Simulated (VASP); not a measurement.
# Al5P2 (P6mm) in VASP: relaxation of cell and atoms with PBE

Aim: the relaxation of cell and atoms of Al5P2 with PBE.

Program: VASP 6.6.1. These are calculated values, not measurements. Logs are shortened: lines on timing, memory, paths and dates and some standing lists are left out, and cuts for length are marked.

**1. The cell of the first run**

Symmetry: P6mm, No. 183, hexagonal system. Conventional cell: a = 5.186 Å, b = 5.186 Å, c = 5.008 Å, α = 90.00°, β = 90.00°, γ = 120.00°. Within 2.7 Å of Al (site symmetry 2mm) lie 6 Al at 1.97 to 2.59 Å and 2 P at 2.61 Å. Within 2.6 Å of Al (site symmetry 3m) lie 3 Al at 1.97 Å. P (site symmetry 6mm) has 1 P at 2.00 Å and 6 Al at 2.61 Å within 2.7 Å. P (site symmetry 6mm) has 1 P at 2.00 Å within 2.6 Å.

The cell was built from a structure type or drawn by symmetry, and may not be a known phase.

**2. Relaxation of cell and atoms, PBE**

INCAR reads:

```
PREC = Accurate ; ENCUT = 500
EDIFF = 1E-7 ; ISMEAR = 0
SIGMA = 0.2 ; LREAL = False
LASPH = True ; NELM = 120
ALGO = Normal ; ISIF = 3
LWAVE = False ; LCHARG = False
GGA = PE ; IBRION = 2
NSW = 36 ; EDIFFG = -0.08
GGA_COMPAT = False ; NELMIN = 4
```

KPOINTS reads:

```
Automatic mesh
0
Gamma
  4 4 3
```

POSCAR reads:

```
Al5P2
1.0
    5.1860477400      0.0000000000      0.0000000000
   -2.5930238700      4.4912490800      0.0000000000
    0.0000000000      0.0000000000      5.0083488500
Al P
5 2
Direct
    0.5000000000      0.0000000000      0.1648971200
    0.0000000000      0.5000000000      0.1648971200
    0.5000000000      0.5000000000      0.1648971200
    0.3333333300      0.6666666700      0.9106651800
    0.6666666700      0.3333333300      0.9106651800
    0.0000000000      0.0000000000      0.1150137900
    0.0000000000      0.0000000000      0.5133614000
```

Potentials or basis: VASP PAW PBE potentials, release 64 (Al, P).

Launch:

```sh
cat potpaw_PBE.64/Al/POTCAR potpaw_PBE.64/P/POTCAR > POTCAR
mpirun -np 1 vasp_std > vasp.out
```

OUTCAR:

```text
PREC = Accurate
   ENCUT = 500
   EDIFF = 1E-7
   ISMEAR = 0
   LREAL = False
   LASPH = True
   NELM = 120
   ISIF = 3
   GGA = PE
   IBRION = 2
   NSW = 36
   EDIFFG = -0.08
   NELMIN = 4

 ion  position               nearest neighbor table
   1  0.500  0.000  0.165-   4 1.97   5 1.97   2 2.59   3 2.59   3 2.59   2 2.59   6 2.61   6 2.61
                             7 3.13   7 3.13
   2  0.000  0.500  0.165-   4 1.97   5 1.97   1 2.59   1 2.59   3 2.59   3 2.59   6 2.61   6 2.61
                             7 3.13   7 3.13
   3  0.500  0.500  0.165-   4 1.97   5 1.97   1 2.59   1 2.59   2 2.59   2 2.59   6 2.61   6 2.61
                             7 3.13   7 3.13
   4  0.333  0.667  0.911-   1 1.97   2 1.97   3 1.97   5 2.99   5 2.99   5 2.99
   5  0.667  0.333  0.911-   1 1.97   2 1.97   3 1.97   4 2.99   4 2.99   4 2.99
   6  0.000  0.000  0.115-   7 2.00   3 2.61   2 2.61   2 2.61   3 2.61   1 2.61   1 2.61
   7  0.000  0.000  0.513-   6 2.00   3 3.13   2 3.13   2 3.13   3 3.13   1 3.13   1 3.13

  LATTYP: Found a hexagonal cell.
 ALAT       =     5.1860477400
 C/A-ratio  =     0.9657351997

  Lattice vectors:

 A1 = (   5.1860477400,   0.0000000000,   0.0000000000)
 A2 = (  -2.5930238700,   4.4912490800,   0.0000000000)
 A3 = (   0.0000000000,   0.0000000000,   5.0083488500)

Analysis of symmetry for initial positions (statically):
=====================================================================
 Subroutine PRICEL returns:
 Original cell was already a primitive cell.

 Routine SETGRP: Setting up the symmetry group for a
 hexagonal supercell.

 Subroutine GETGRP returns: Found 12 space group operations
 (whereof 12 operations were pure point group operations)
 out of a pool of 24 trial point group operations.

The static configuration has the point symmetry C_6v.

Analysis of symmetry for dynamics (positions and initial velocities):
=====================================================================
 Subroutine PRICEL returns:
 Original cell was already a primitive cell.

 Routine SETGRP: Setting up the symmetry group for a
 hexagonal supercell.

 Subroutine GETGRP returns: Found 12 space group operations
 (whereof 12 operations were pure point group operations)
 out of a pool of 24 trial point group operations.

The dynamic configuration has the point symmetry C_6v.

 Subroutine INISYM returns: Found 12 space group operations
 (whereof 12 operations are pure point group operations),
 and found     1 'primitive' translations

----------------------------------------------------------------------------------------

                                     Primitive cell

  volume of cell :     116.6536

  direct lattice vectors                    reciprocal lattice vectors
     5.186047740  0.000000000  0.000000000     0.192825066  0.111327604  0.000000000
    -2.593023870  4.491249080  0.000000000     0.000000000  0.222655208  0.000000000
     0.000000000  0.000000000  5.008348850     0.000000000  0.000000000  0.199666603

  length of vectors
     5.186047740  5.186047733  5.008348850     0.222655208  0.222655208  0.199666603

  position of ions in fractional coordinates (direct lattice)
     0.500000000  0.000000000  0.164897120
     1.000000000  0.500000000  0.164897120
     0.500000000  0.500000000  0.164897120
     0.333333330  0.666666670  0.910665180
     0.666666670  0.333333330  0.910665180
     0.000000000  0.000000000  0.115013790
     0.000000000  0.000000000  0.513361400

  ion indices of the primitive-cell ions
   primitive index   ion index
                 1           1
                 2           2
                 3           3
                 4           4
                 5           5
                 6           6
                 7           7

----------------------------------------------------------------------------------------

 KPOINTS: Automatic mesh

Automatic generation of k-mesh.
 Grid dimensions read from file:
 generate k-points for:    4    4    3

 Generating k-lattice:

  Cartesian coordinates                     Fractional coordinates (reciprocal lattice)
     0.048206267  0.027831901  0.000000000     0.250000000 -0.000000000  0.000000000
     0.000000000  0.055663802  0.000000000     0.000000000  0.250000000  0.000000000
     0.000000000  0.000000000  0.066555534     0.000000000  0.000000000  0.333333333

  Length of vectors
     0.055663802  0.055663802  0.066555534

  Shift w.r.t. Gamma in fractional coordinates (k-lattice)
     0.000000000  0.000000000  0.000000000

 Subroutine IBZKPT returns following result:
 ===========================================

 Found      8 irreducible k-points:

 Following reciprocal coordinates:
            Coordinates               Weight
  0.000000  0.000000  0.000000      1.000000
  0.250000 -0.000000  0.000000      6.000000
  0.500000 -0.000000  0.000000      3.000000
  0.250000  0.250000  0.000000      6.000000
  0.000000  0.000000  0.333333      2.000000
  0.250000 -0.000000  0.333333     12.000000
  0.500000 -0.000000  0.333333      6.000000
  0.250000  0.250000  0.333333     12.000000
   k-points           NKPTS =      8   k-points in BZ     NKDIM =      8   number of bands    NBANDS=     16
   number of dos      NEDOS =    301   number of ions     NIONS =      7
   total plane-waves  NPLWV =  64000
   dimension x,y,z NGX =    40 NGY =   40 NGZ =   40
   dimension x,y,z NGXF=    80 NGYF=   80 NGZF=   80
   ions per type =               5   2
   NGX,Y,Z   is equivalent  to a cutoff of  12.82, 12.82, 13.28 a.u.
   NGXF,Y,Z  is equivalent  to a cutoff of  25.65, 25.65, 26.56 a.u.
 SYSTEM =  unknown system
   PREC   = accura    normal or accurate (medium, high low for compatibility)
   ISTART =      0    job   : 0-new  1-cont  2-samecut
   ICHARG =      2    charge: 1-file 2-atom 10-const
   ISPIN  =      1    spin polarized calculation?
   LNONCOLLINEAR =      F non collinear calculations
   LSORBIT =      F    spin-orbit coupling
   LASPH  =      T    aspherical Exc in radial PAW
   ENCUT  =  500.0 eV  36.75 Ry    6.06 a.u.   9.46  9.46  9.13*2*pi/ulx,y,z
   NELM   =    120;   NELMIN=  4; NELMDL= -5     # of ELM steps
   EDIFF  = 0.1E-06   stopping-criterion for ELM
   LREAL  =      F    real-space projection
   EDIFFG = -.8E-01   stopping-criterion for IOM
   NSW    =     36    number of steps for IOM
   IBRION =      2    ionic relax: 0-MD 1-quasi-New 2-CG
   NFREE  =      1    steps in history (QN), initial steepest desc. (CG)
   ISIF   =      3    stress and relaxation
   ISYM   =      2    0-nonsym 1-usesym 2-fastsym
   POTIM  = 0.5000    time-step for ionic-motion
   TEBEG  =    0.0;   TEEND  =   0.0 temperature during run
   PSTRESS=    0.0 pullay stress
   NELECT =      25.0000    total number of electrons
   NUPDOWN=      -1.0000    fix difference up-down
   EMIN   =  10.00;   EMAX   =-10.00  energy-range for DOS
   EFERMI =   0.00;   METHOD = LEGACY
   ISMEAR =     0;   SIGMA  =   0.20  broadening in eV -4-tet -1-fermi 0-gaus
   EFERMI_NEDOS =   21; number of points for ismear=-14 and -15
   IALGO  =     38    algorithm
   IMIX   =      4    mixing-type and parameters
     AMIX     =   0.40;   BMIX     =  1.00
     AMIX_MAG =   1.60;   BMIX_MAG =  1.00
  volume/ion in A,a.u.               =      16.66       112.46
  Fermi-wavevector in a.u.,A,eV,Ry     =   0.979690  1.851346 13.058775  0.959793
  Thomas-Fermi vector in A             =   2.110563
   LORBIT       =      0    0 simple, 1 ext, 2 COOP (PROOUT), +10 PAW based schemes
   GGA     = PE    functional components
   LHFCALC =     F    Hartree Fock is set to
   AEXX    =    0.0000 exact exchange contribution
   IVDW    =     0    specifies the selected vdW correction
   LEPSILON=     F    determine dielectric tensor
   LRPA    =     F    only Hartree local field effects (RPA)
 conjugate gradient relaxation of ions
 non-spin polarized calculation
 Gauss-broadening in eV      SIGMA  =   0.20
  energy-cutoff  :      500.00
  volume of cell :      116.65
 maximum number of plane-waves:      2972
 NGX is ok and might be reduce to    40
   NGX = 19   NGY = 19   NGZ = 19

--------------------------------------- Ionic step        1  -------------------------------------------

 number of electron      24.9999999 magnetization

 Free energy of the ion-electron system (eV)
  ---------------------------------------------------
  ext. energy  EPLUGINS =         0.00000000
  ---------------------------------------------------
  free energy    TOTEN  =       -13.52059565 eV

  energy without entropy =      -13.44444959  energy(sigma->0) =      -13.48252262

------------------------ aborting loop because EDIFF is reached ----------------------------------------

  FORCE on cell =-STRESS in cart. coord.  units (eV):
  Direction    XX          YY          ZZ          XY          YZ          ZX
  --------------------------------------------------------------------------------------
  -------------------------------------------------------------------------------------
  Total       31.1921935     31.1921934     45.0476493      0.0000000      0.0000000      0.0000000
  in kB      428.4086942    428.4086926    618.7062348      0.0000000      0.0000000      0.0000000
  external PRESSURE =     491.8412072 kB  Pullay stress =       0.0000000 kB
[... 28 lines left out ...]
--------------------------------------- Ionic step        2  -------------------------------------------

 number of electron      24.9999998 magnetization

 E-fermi :   2.1777     XC(G=0):  -7.9397

 val. band max:        2.1736675835   @ k =   0.2500  -0.0000   0.0000
 cond. band min:       2.1922260489   @ k =   0.2500  -0.0000   0.3333
 fundamental gap:      0.0185584654
 Fermi energy:         2.1776617368

 k-point     1 :       0.0000    0.0000    0.0000
  band No.  band energies     occupation
      1      -7.5545      2.00000
      2      -5.9966      2.00000
      3      -3.7994      2.00000
      4      -2.1087      2.00000
      5      -0.8812      2.00000
      6      -0.3241      2.00000
[... 216 lines left out ...]
  FREE ENERGIE OF THE ION-ELECTRON SYSTEM (eV)
  ---------------------------------------------------
  free  energy   TOTEN  =       -25.9807181164 eV

  energy  without entropy=      -25.9028613887  energy(sigma->0) =      -25.94178975

 E-fermi :   6.6371     XC(G=0):  -9.8789

 val. band max:        6.4366318685   @ k =   0.5000  -0.0000   0.3333
 cond. band min:       6.8411514127   @ k =   0.2500  -0.0000   0.0000
 fundamental gap:      0.4045195442
 Fermi energy:         6.6370919933

 k-point     1 :       0.0000    0.0000    0.0000
  band No.  band energies     occupation
      1      -6.9168      2.00000
      2      -1.8181      2.00000
      3      -0.7355      2.00000
      4       1.1286      2.00000
      5       1.1286      2.00000
      6       1.4749      2.00000
[... 129 lines left out ...]
      3      -1.7112      2.00000
      4      -0.9257      2.00000
      5       1.1164      2.00000
      6       1.9269      2.00000
[... 8 lines left out ...]
     15       8.2729      0.00000
     16       8.7459      0.00000

[... ionic steps 4 to 30 ...]

--------------------------------------- Ionic step       31  -------------------------------------------

 number of electron      25.0000000 magnetization

------------------------ aborting loop because EDIFF is reached ----------------------------------------
[... 77 lines left out ...]
--------------------------------------- Ionic step       33  -------------------------------------------

 number of electron      25.0000002 magnetization

 Free energy of the ion-electron system (eV)
  ---------------------------------------------------
  ext. energy  EPLUGINS =         0.00000000
  ---------------------------------------------------
  free energy    TOTEN  =       -28.98286866 eV

  energy without entropy =      -28.94924291  energy(sigma->0) =      -28.96605578

 E-fermi :   7.8674     XC(G=0): -10.3046

 val. band max:        7.7753639812   @ k =   0.5000  -0.0000   0.0000
 cond. band min:       7.9173445203   @ k =   0.5000  -0.0000   0.0000
 fundamental gap:      0.1419805390
 Fermi energy:         7.8674341386

 k-point     1 :       0.0000    0.0000    0.0000
  band No.  band energies     occupation
      1      -5.6586      2.00000
      2      -0.3656      2.00000
      3       0.0742      2.00000
      4       1.4514      2.00000
      5       2.1281      2.00000
      6       2.1281      2.00000
[... 175 lines left out ...]
  FREE ENERGIE OF THE ION-ELECTRON SYSTEM (eV)
  ---------------------------------------------------
  free  energy   TOTEN  =       -28.9828686629 eV

  energy  without entropy=      -28.9492429069  energy(sigma->0) =      -28.96605578

 reached required accuracy - stopping structural energy minimisation
```

Run time: 15 min. Hardware: 1 thread of Intel Xeon 8259CL, shared host; peak memory 0.24 GiB.

Results:

| Quantity | Value |
| --- | --- |
| Free energy | -28.9829 eV |
| Relaxed volume | 16.64 Å³/atom |
| Relaxed cell | a = 5.324 Å, b = 5.324 Å, c = 4.745 Å, α = 90.00°, β = 90.00°, γ = 120.00° |
| Space group after relaxing (to 0.1 Å) | P6/mmm (No. 191) |
| Energy gained by relaxing | 2208.9 meV/atom |
| Ionic steps | 33 |
| Pressure after relaxing | 0.3 GPa |
| Largest force after relaxing | 0.013 eV/Å |
| Band gap on the k mesh | zero (an odd number of electrons rules out a gap without spin polarisation) |

Forces on the atoms (eV/Å):
```
Al   0.000  0.000  0.000
Al   0.000  0.000  0.000
Al   0.000  0.000  0.000
Al   0.000  0.000 -0.007
Al   0.000  0.000 -0.007
P    0.000  0.000  0.013
P    0.000  0.000  0.002
```

The path:
| step | energy change (eV) | largest force (eV/Å) | pressure (GPa) | volume (Å³) |
| --- | --- | --- | --- | --- |
| 1 | 0.0000 | 16.8374 | 49.18 | 116.65 |
| 2 | -7.8422 | 1.8639 | -10.11 | 225.66 |
| 3 | -12.4601 | 1.6176 | -8.74 | 160.40 |
| 4 | -12.6445 | 1.4836 | -7.79 | 156.57 |
| 5 | -12.7965 | 1.8365 | -3.09 | 144.60 |
| 6 | -12.8429 | 1.2808 | -5.02 | 148.54 |
| 7 | -12.8430 | 1.3732 | -4.69 | 147.81 |
| 8 | -13.4595 | 1.4831 | -2.70 | 137.67 |
| 9 | -13.7258 | 4.3645 | 3.84 | 123.90 |
| 10 | -13.7626 | 2.5808 | 1.01 | 128.27 |
| 11 | -14.1365 | 2.4040 | 0.98 | 124.67 |
| 12 | -14.7664 | 2.1004 | 4.20 | 114.22 |
| 13 | -14.7679 | 2.0854 | 5.17 | 112.75 |
| 14 | -14.9761 | 0.6651 | 0.30 | 117.27 |
| 15 | -14.9877 | 0.3937 | -1.12 | 119.01 |
| 16 | -15.0219 | 0.4445 | -0.69 | 118.35 |
| 17 | -15.0271 | 0.4642 | -0.40 | 117.98 |
| 18 | -15.0500 | 0.3938 | -0.02 | 117.10 |
| 19 | -15.0734 | 0.4153 | 1.29 | 114.83 |
| 20 | -15.0970 | 0.4916 | 0.62 | 115.69 |
| 21 | -15.1263 | 0.5866 | -0.95 | 118.16 |
| 22 | -15.1418 | 0.5952 | -1.01 | 118.35 |
| 23 | -15.1860 | 0.6241 | -1.19 | 118.93 |
| 24 | -15.2569 | 0.7194 | -1.47 | 120.09 |
| 25 | -15.2773 | 1.2100 | -1.65 | 122.42 |
| 26 | -15.2926 | 0.9333 | -1.64 | 121.40 |
| 27 | -15.3499 | 0.8009 | -1.21 | 120.43 |
| 28 | -15.4128 | 0.5559 | -0.05 | 118.16 |
| 29 | -15.4133 | 0.5657 | 0.08 | 117.93 |
| 30 | -15.4341 | 0.3808 | -0.27 | 118.02 |
| 31 | -15.4560 | 0.1201 | -0.74 | 118.21 |
| 32 | -15.4576 | 0.0626 | -0.82 | 118.27 |
| 33 | -15.4623 | 0.0127 | 0.32 | 116.45 |

Final structure:
```
Al P
1.0
     5.32358    0.00000    0.00000
    -2.66179    4.61036    0.00000
     0.00000    0.00000    4.74452
Al P
5 2
Direct
  0.50000 0.00000 0.20700
  0.00000 0.50000 0.20700
  0.50000 0.50000 0.20700
  0.33333 0.66667 0.70703
  0.66667 0.33333 0.70703
  0.00000 0.00000 0.20423
  0.00000 0.00000 0.70512
```

Caveat: the k points lie up to 0.44 Å⁻¹ apart in the final cell, too coarse for converged energies and pressures of a metal.
